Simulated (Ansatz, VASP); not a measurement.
**One calculation of CdAg, two programs**

```xyz
2
Lattice="3.3300 -0.0167 -0.0167 -0.0167 3.3300 -0.0167 -0.0167 -0.0167 3.3300" Properties=species:S:1:pos:R:3 pbc="T T T"
Cd    1.6484    1.6484    1.6483
Ag    0.0000    0.0000    0.0000
```

Change from the starting cell: equal xy, yz and zx shear strains of -1 %.

Alike in both runs: task single point; functional PBEsol; k mesh 12 × 12 × 12; occupations fermi-dirac, width 0.05 eV; no spin polarisation.

|  | VASP | Ansatz |
| --- | --- | --- |
| version | VASP 6.6.1 | Ansatz 0.2.0 |
| potentials or method | VASP PAW PBE potentials, release 64 (Cd, Ag), cutoff 520 eV | all-electron LAPW, scalar-relativistic |

```tsv
	VASP	Ansatz	Ansatz less VASP
pressure (GPa)	-1.3	-1.7	-0.37
traceless stress, the component that is largest in VASP (GPa)	0.47	0.45	-0.015
```

VASP's potentials were made for PBE, not for PBEsol. Ansatz ran all-electron here, and VASP with PAW potentials.
